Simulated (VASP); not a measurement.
# Si16B (a cell with a defect) in VASP: further runs

Si16B (a cell with a defect) is run at these levels: PBEsol; tasks: single point.

Program: VASP 6.6.1. These are calculated values, not measurements. Logs are shortened: lines on timing, memory, paths and dates and some standing lists are left out, and cuts for length are marked.

**1. The cell of the first run**

The cell holds a defect, 17 atoms: a = 7.679 Å, b = 7.679 Å, c = 7.679 Å, α = 60.00°, β = 60.00°, γ = 60.00°.

**2. Single point, PBEsol, collinear spin, zero start**

File INCAR:

```
SYSTEM = Si16B
PREC = Accurate ; ENCUT = 520
EDIFF = 1E-6 ; ISMEAR = -1
SIGMA = 0.05 ; LREAL = Auto
LASPH = .TRUE. ; NELM = 150
ALGO = Normal ; ISIF = 2
LWAVE = .FALSE. ; LCHARG = .FALSE.
ISPIN = 2 ; MAGMOM = 0 0 0 0 0 0 0 0 0 0 0 0 0 0 0 0 0
LORBIT = 11 ; GGA = PS
NBANDS = 52
```

File KPOINTS:

```
regular mesh
0
G
  2 2 2
  0 0 0
```

File POSCAR:

```
Si16B
1.0
    0.0000000000      5.4300000000      5.4300000000
    5.4300000000      0.0000000000      5.4300000000
    5.4300000000      5.4300000000      0.0000000000
Si B
16 1
Direct
   -0.0037209945      0.0109626151     -0.0043769797
    0.1255599448      0.1242061694      0.1248906998
   -0.0002515654      0.0001278085      0.4983464088
    0.1274008287      0.1201045120      0.6240938306
   -0.0016805709      0.4959549724     -0.0022450276
    0.1190669429      0.6365978821      0.1184389503
    0.0055583794      0.4915184162      0.5010968692
    0.1219716390      0.6277841621      0.6245215470
    0.4990159300      0.0001849908     -0.0009325046
    0.6247454880      0.1202031308      0.1266926335
    0.5001187845      0.0043526703      0.4994112339
    0.6270334254      0.1234273481      0.6263516575
    0.5017221915      0.4916162983      0.0049028545
    0.6250858195      0.6278346225      0.1214484346
    0.5023990792      0.4970290976      0.5018664825
    0.6238031308      0.6337939227      0.6231069982
    0.8141607735      0.5229666667      0.8135642726
```

Potentials or basis: VASP PAW PBE potentials, release 64 (Si, B).

Launch:

```
> cat potpaw_PBE.64/Si/POTCAR potpaw_PBE.64/B/POTCAR > POTCAR
> mpirun -np 1 vasp_std > vasp.out
```

OUTCAR:

```text
SYSTEM = Si16B
   PREC = Accurate
   ENCUT = 520
   EDIFF = 1E-6
   ISMEAR = -1
   LREAL = Auto
   LASPH = .TRUE.
   NELM = 150
   ISIF = 2
   ISPIN = 2
   LORBIT = 11
   GGA = PS

 ion  position               nearest neighbor table
   1  0.996  0.011  0.996-   4 2.33  10 2.33   2 2.33   6 2.35
   2  0.126  0.124  0.125-   5 2.33   1 2.33   3 2.34   9 2.34
   3  1.000  0.000  0.498-   8 2.33  12 2.34   4 2.34   2 2.34
   4  0.127  0.120  0.624-   7 2.33   1 2.33  11 2.34   3 2.34
   5  0.998  0.496  0.998-   2 2.33  17 2.34   8 2.34  14 2.34   6 2.40
   6  0.119  0.637  0.118-   1 2.35   5 2.40  13 2.40   7 2.40
   7  0.006  0.492  0.501-  17 2.16   4 2.33   8 2.36  16 2.40   6 2.40
   8  0.122  0.628  0.625-   3 2.33   5 2.34   7 2.36  17 2.38  15 2.39
   9  0.499  0.000  0.999-  14 2.33  12 2.34  10 2.34   2 2.34
  10  0.625  0.120  0.127-  13 2.33   1 2.33  11 2.34   9 2.34
  11  0.500  0.004  0.499-  16 2.32  10 2.34   4 2.34  12 2.34
  12  0.627  0.123  0.626-   3 2.34   9 2.34  11 2.34  15 2.34
  13  0.502  0.492  0.005-  17 2.16  10 2.33  14 2.36  16 2.40   6 2.40
  14  0.625  0.628  0.121-   9 2.33   5 2.34  13 2.36  17 2.38  15 2.39
  15  0.502  0.497  0.502-  12 2.34  16 2.38  14 2.39   8 2.39
  16  0.624  0.634  0.623-  17 2.16  11 2.32  15 2.38   7 2.40  13 2.40
  17  0.814  0.523  0.814-  16 2.16  13 2.16   7 2.16   5 2.34   8 2.38  14 2.38

  LATTYP: Found a face centered cubic cell.
 ALAT       =    10.8600000000

  Lattice vectors:

 A1 = (   0.0000000000,   5.4300000000,   5.4300000000)
 A2 = (   5.4300000000,   0.0000000000,   5.4300000000)
 A3 = (   5.4300000000,   5.4300000000,   0.0000000000)

Analysis of symmetry for initial positions (statically):
=====================================================================
 Subroutine PRICEL returns:
 Original cell was already a primitive cell.

 Routine SETGRP: Setting up the symmetry group for a
 face centered cubic supercell.

 Subroutine GETGRP returns: Found  1 space group operations
 (whereof  1 operations were pure point group operations)
 out of a pool of 48 trial point group operations.

The static configuration has the point symmetry C_1 .

Analysis of symmetry for dynamics (positions and initial velocities):
=====================================================================
 Subroutine PRICEL returns:
 Original cell was already a primitive cell.

 Routine SETGRP: Setting up the symmetry group for a
 face centered cubic supercell.

 Subroutine GETGRP returns: Found  1 space group operations
 (whereof  1 operations were pure point group operations)
 out of a pool of 48 trial point group operations.

The dynamic configuration has the point symmetry C_1 .

Analysis of structural, dynamic, and magnetic symmetry:
=====================================================================
 Subroutine PRICEL returns:
 Original cell was already a primitive cell.

 Routine SETGRP: Setting up the symmetry group for a
 face centered cubic supercell.

 Subroutine GETGRP returns: Found  1 space group operations
 (whereof  1 operations were pure point group operations)
 out of a pool of 48 trial point group operations.

The overall configuration has the point symmetry C_1 .

 Subroutine INISYM returns: Found  1 space group operations
 (whereof  1 operations are pure point group operations),
 and found     1 'primitive' translations

----------------------------------------------------------------------------------------

                                     Primitive cell

  volume of cell :     320.2060

  direct lattice vectors                    reciprocal lattice vectors
     0.000000000  5.430000000  5.430000000    -0.092081031  0.092081031  0.092081031
     5.430000000  0.000000000  5.430000000     0.092081031 -0.092081031  0.092081031
     5.430000000  5.430000000  0.000000000     0.092081031  0.092081031 -0.092081031

  length of vectors
     7.679179644  7.679179644  7.679179644     0.159489025  0.159489025  0.159489025

  position of ions in fractional coordinates (direct lattice)
     0.996279005  0.010962615  0.995623020
     0.125559945  0.124206169  0.124890700
     0.999748435  0.000127808  0.498346409
     0.127400829  0.120104512  0.624093831
     0.998319429  0.495954972  0.997754972
     0.119066943  0.636597882  0.118438950
[... 9 lines left out ...]
     0.623803131  0.633793923  0.623106998
     0.814160773  0.522966667  0.813564273

  ion indices of the primitive-cell ions
   primitive index   ion index
                 1           1
                 2           2
                 3           3
                 4           4
                 5           5
                 6           6
[... 9 lines left out ...]
                16          16
                17          17

----------------------------------------------------------------------------------------

 KPOINTS: regular mesh

Automatic generation of k-mesh.
 Grid dimensions read from file:
 generate k-points for:    2    2    2

 Generating k-lattice:

  Cartesian coordinates                     Fractional coordinates (reciprocal lattice)
    -0.046040516  0.046040516  0.046040516     0.500000000  0.000000000  0.000000000
     0.046040516 -0.046040516  0.046040516     0.000000000  0.500000000  0.000000000
     0.046040516  0.046040516 -0.046040516     0.000000000  0.000000000  0.500000000

  Length of vectors
     0.079744512  0.079744512  0.079744512

  Shift w.r.t. Gamma in fractional coordinates (k-lattice)
     0.000000000  0.000000000  0.000000000

 Subroutine IBZKPT returns following result:
 ===========================================

 Found      8 irreducible k-points:

 Following reciprocal coordinates:
            Coordinates               Weight
  0.000000  0.000000  0.000000      1.000000
  0.500000  0.000000  0.000000      1.000000
  0.000000  0.500000  0.000000      1.000000
  0.000000  0.000000  0.500000      1.000000
  0.500000  0.500000  0.500000      1.000000
  0.500000  0.500000  0.000000      1.000000
  0.000000  0.500000  0.500000      1.000000
  0.500000  0.000000  0.500000      1.000000
   k-points           NKPTS =      8   k-points in BZ     NKDIM =      8   number of bands    NBANDS=     52
   number of dos      NEDOS =    301   number of ions     NIONS =     17
   total plane-waves  NPLWV = 216000
   dimension x,y,z NGX =    60 NGY =   60 NGZ =   60
   dimension x,y,z NGXF=   120 NGYF=  120 NGZF=  120
   ions per type =              16   1
   NGX,Y,Z   is equivalent  to a cutoff of  12.99, 12.99, 12.99 a.u.
   NGXF,Y,Z  is equivalent  to a cutoff of  25.98, 25.98, 25.98 a.u.
 SYSTEM =  Si16B
   PREC   = accura    normal or accurate (medium, high low for compatibility)
   ISTART =      0    job   : 0-new  1-cont  2-samecut
   ICHARG =      2    charge: 1-file 2-atom 10-const
   ISPIN  =      2    spin polarized calculation?
   LNONCOLLINEAR =      F non collinear calculations
   LSORBIT =      F    spin-orbit coupling
   LASPH  =      T    aspherical Exc in radial PAW
   ENCUT  =  520.0 eV  38.22 Ry    6.18 a.u.  14.28 14.28 14.28*2*pi/ulx,y,z
   NELM   =    150;   NELMIN=  2; NELMDL= -5     # of ELM steps
   EDIFF  = 0.1E-05   stopping-criterion for ELM
   LREAL  =      T    real-space projection
   EDIFFG = 0.1E-04   stopping-criterion for IOM
   NSW    =      0    number of steps for IOM
   IBRION =     -1    ionic relax: 0-MD 1-quasi-New 2-CG
   NFREE  =      0    steps in history (QN), initial steepest desc. (CG)
   ISIF   =      2    stress and relaxation
   ISYM   =      2    0-nonsym 1-usesym 2-fastsym
   POTIM  = 0.5000    time-step for ionic-motion
   TEBEG  =    0.0;   TEEND  =   0.0 temperature during run
   PSTRESS=    0.0 pullay stress
   NELECT =      67.0000    total number of electrons
   NUPDOWN=      -1.0000    fix difference up-down
   EMIN   =  10.00;   EMAX   =-10.00  energy-range for DOS
   EFERMI =   0.00;   METHOD = LEGACY
   ISMEAR =    -1;   SIGMA  =   0.05  broadening in eV -4-tet -1-fermi 0-gaus
   EFERMI_NEDOS =   21; number of points for ismear=-14 and -15
   IALGO  =     38    algorithm
   IMIX   =      4    mixing-type and parameters
     AMIX     =   0.40;   BMIX     =  1.00
     AMIX_MAG =   1.60;   BMIX_MAG =  1.00
  volume/ion in A,a.u.               =      18.84       127.11
  Fermi-wavevector in a.u.,A,eV,Ry     =   0.971904  1.836632 12.852022  0.944597
  Thomas-Fermi vector in A             =   2.102159
   LORBIT       =     11    0 simple, 1 ext, 2 COOP (PROOUT), +10 PAW based schemes
   GGA     = PS    functional components
   LHFCALC =     F    Hartree Fock is set to
   AEXX    =    0.0000 exact exchange contribution
   IVDW    =     0    specifies the selected vdW correction
   LEPSILON=     F    determine dielectric tensor
   LRPA    =     F    only Hartree local field effects (RPA)
 spin polarized calculation
  energy-cutoff  :      520.00
  volume of cell :      320.21
 maximum number of plane-waves:      8646
 NGX is ok and might be reduce to    60
   NGX = 29   NGY = 29   NGZ = 29

 number of electron      67.0000000 magnetization      -0.0000002

 number of electron      67.0000000 magnetization       0.0000723

 Free energy of the ion-electron system (eV)
  ---------------------------------------------------
  ext. energy  EPLUGINS =         0.00000000
  ---------------------------------------------------
  free energy    TOTEN  =       -94.38548298 eV

  energy without entropy =      -94.32985817  energy(sigma->0) =      -94.35767057

 E-fermi :   6.2736     XC(G=0):  -9.7078

 val. band max:        6.2372150666   @ k =   0.0000   0.5000   0.5000
 cond. band min:       6.2836522512   @ k =   0.5000   0.5000   0.5000
 fundamental gap:      0.0464371846
 Fermi energy:         6.2736378261

 spin component 1

 k-point     1 :       0.0000    0.0000    0.0000
  band No.  band energies     occupation
      1      -6.4519      1.00000
      2      -4.3207      1.00000
      3      -4.0270      1.00000
      4      -3.9852      1.00000
      5      -3.6157      1.00000
      6      -2.5875      1.00000
[... 373 lines left out ...]
     44       9.9098      0.00000
     45      10.1284      0.00000
 Fermi energy:         6.2736378261

 spin component 2

 k-point     1 :       0.0000    0.0000    0.0000
  band No.  band energies     occupation
      1      -6.4519      1.00000
      2      -4.3207      1.00000
      3      -4.0270      1.00000
      4      -3.9852      1.00000
      5      -3.6157      1.00000
      6      -2.5875      1.00000
[... 373 lines left out ...]
     44       9.9099      0.00000
     45      10.1284      0.00000
 [bands above 45 left out]

------------------------ aborting loop because EDIFF is reached ----------------------------------------

  FORCE on cell =-STRESS in cart. coord.  units (eV):
  Direction    XX          YY          ZZ          XY          YZ          ZX
  --------------------------------------------------------------------------------------
  -------------------------------------------------------------------------------------
  Total        1.6617491      2.2624406      1.6633235     -1.4083907     -1.4051566      1.5376555
  in kB        8.3146992     11.3203090      8.3225768     -7.0469996     -7.0308174      7.6937868
  external PRESSURE =       9.3191950 kB  Pullay stress =       0.0000000 kB

 VOLUME and BASIS-vectors are now :
 -----------------------------------------------------------------------------
  energy-cutoff  :      520.00
  volume of cell :      320.21
      direct lattice vectors                 reciprocal lattice vectors
     0.000000000  5.430000000  5.430000000    -0.092081031  0.092081031  0.092081031
     5.430000000  0.000000000  5.430000000     0.092081031 -0.092081031  0.092081031
     5.430000000  5.430000000  0.000000000     0.092081031  0.092081031 -0.092081031

 POSITION                                       TOTAL-FORCE (eV/Angst)
 -----------------------------------------------------------------------------------
      5.46576     10.81603      5.46932        -0.010973      0.002479     -0.010676
      1.35260      1.35995      1.35623        -0.009016     -0.008181     -0.011627
      2.70671      8.13465      5.42933        -0.010411      0.005776     -0.010423
      4.04100      4.08062      1.34395        -0.013392     -0.005766     -0.013396
      8.11085     10.83868      8.11391        -0.010602      0.021827     -0.010633
      4.09985      1.28966      4.10326        -0.000125      0.026756      0.000013
[... 9 lines left out ...]
      6.82497      6.77072      6.82875        -0.002442      0.021467     -0.002359
      7.25736      8.83855      7.26060         0.182523     -0.005506      0.184778
 -----------------------------------------------------------------------------------
    total drift:                                0.003866     -0.003684     -0.001830

  FREE ENERGIE OF THE ION-ELECTRON SYSTEM (eV)
  ---------------------------------------------------
  free  energy   TOTEN  =       -94.3854829755 eV

  energy  without entropy=      -94.3298581727  energy(sigma->0) =      -94.35767057

 total charge

# of ion       s       p       d       tot
------------------------------------------
    1        0.745   0.955   0.000   1.700
    2        0.743   0.957   0.000   1.700
    3        0.741   0.960   0.000   1.701
    4        0.746   0.953   0.000   1.700
    5        0.744   0.930   0.000   1.674
    6        0.762   0.908   0.000   1.670
[... 9 lines left out ...]
   16        0.746   0.923   0.000   1.670
   17        0.741   0.924   0.000   1.665
--------------------------------------------------
tot         12.686  15.958   0.000  28.643

 magnetization (x)

# of ion       s       p       d       tot
------------------------------------------
    1       -0.000  -0.000   0.000  -0.000
    2        0.000   0.000   0.000   0.000
    3        0.000  -0.000   0.000  -0.000
    4        0.000   0.000   0.000   0.000
    5        0.000   0.000   0.000   0.000
    6        0.000   0.000   0.000   0.000
[... 9 lines left out ...]
   16        0.000   0.000   0.000   0.000
   17        0.000   0.000   0.000   0.000
--------------------------------------------------
tot          0.000   0.000   0.000   0.000
```

It took 4.9 min on 1 thread of Intel Xeon 6975P-C (Granite Rapids), shared host; peak memory 0.71 GiB.

Results:

```yaml
Free_energy: -94.3855 eV
Pressure: 0.9 GPa
Largest_force: 0.260 eV/Å
Net_moment: 0.00 μB per cell
Valence_electrons_inside_the_program's_atomic_spheres: Si 1.70, 1.67, 1.71, 1.68 (each value once); B 1.67
```

Forces on the atoms (eV/Å):
```
Si  -0.011  0.002 -0.011
Si  -0.009 -0.008 -0.012
Si  -0.010  0.006 -0.010
Si  -0.013 -0.006 -0.013
Si  -0.011  0.022 -0.011
Si   0.000  0.027  0.000
Si  -0.006 -0.018 -0.030
Si  -0.005 -0.015 -0.026
Si  -0.011  0.006 -0.010
Si  -0.014 -0.005 -0.013
Si   0.002 -0.007  0.001
Si  -0.018  0.007 -0.019
Si  -0.030 -0.017 -0.007
Si  -0.027 -0.016 -0.006
Si  -0.018  0.006 -0.017
Si  -0.002  0.021 -0.002
B    0.183 -0.006  0.185
```

Levels at points of the mesh, in eV from the Fermi level:
Spin up:
| k point | band 30 | band 31 | band 32 | band 33 | band 34 | band 35 | band 36 | band 37 |
| --- | --- | --- | --- | --- | --- | --- | --- | --- |
| (0.00, 0.00, 0.00) | -1.49 | -1.18 | -0.39 | -0.38 | -0.33 | 0.24 | 0.25 | 0.31 |
| (0.50, 0.00, 0.00) | -1.28 | -1.14 | -1.07 | -0.67 | 0.03 | 0.16 | 1.02 | 1.10 |
| (0.00, 0.50, 0.00) | -1.22 | -1.18 | -1.10 | -1.10 | 0.28 | 0.95 | 1.05 | 1.11 |
| (0.00, 0.00, 0.50) | -1.28 | -1.14 | -1.07 | -0.67 | 0.03 | 0.16 | 1.02 | 1.10 |
| (0.50, 0.50, 0.50) | -1.29 | -1.14 | -1.07 | -0.71 | 0.01 | 0.25 | 1.00 | 1.10 |
| (0.50, 0.50, 0.00) | -1.70 | -1.65 | -1.64 | -0.38 | -0.04 | 0.62 | 1.34 | 1.52 |
| (0.00, 0.50, 0.50) | -1.70 | -1.65 | -1.64 | -0.38 | -0.04 | 0.62 | 1.34 | 1.52 |
| (0.50, 0.00, 0.50) | -1.69 | -1.66 | -1.65 | -0.35 | 0.03 | 0.60 | 1.34 | 1.52 |
Spin down:
| k point | band 29 | band 30 | band 31 | band 32 | band 33 | band 34 | band 35 | band 36 | band 37 | band 38 |
| --- | --- | --- | --- | --- | --- | --- | --- | --- | --- | --- |
| (0.00, 0.00, 0.00) | -1.50 | -1.49 | -1.18 | -0.39 | -0.38 | -0.33 | 0.24 | 0.25 | 0.31 | 0.34 |
| (0.50, 0.00, 0.00) | -1.45 | -1.28 | -1.14 | -1.07 | -0.67 | 0.03 | 0.16 | 1.02 | 1.10 | 1.14 |
| (0.00, 0.50, 0.00) | -1.46 | -1.22 | -1.18 | -1.10 | -1.10 | 0.28 | 0.95 | 1.05 | 1.11 | 1.11 |
| (0.00, 0.00, 0.50) | -1.45 | -1.28 | -1.14 | -1.07 | -0.67 | 0.03 | 0.16 | 1.02 | 1.10 | 1.14 |
| (0.50, 0.50, 0.50) | -1.47 | -1.29 | -1.14 | -1.07 | -0.71 | 0.01 | 0.25 | 1.00 | 1.10 | 1.12 |
| (0.50, 0.50, 0.00) | -1.94 | -1.70 | -1.65 | -1.64 | -0.38 | -0.04 | 0.62 | 1.34 | 1.52 | 1.82 |
| (0.00, 0.50, 0.50) | -1.94 | -1.70 | -1.65 | -1.64 | -0.38 | -0.04 | 0.62 | 1.34 | 1.52 | 1.82 |
| (0.50, 0.00, 0.50) | -1.92 | -1.69 | -1.66 | -1.65 | -0.35 | 0.03 | 0.60 | 1.34 | 1.52 | 1.73 |

Caveat: the k points lie up to 0.50 Å⁻¹ apart; the PAW data sets were made with another functional, which shifts forces and pressure a little.

(Continued in part 2 of 2.)
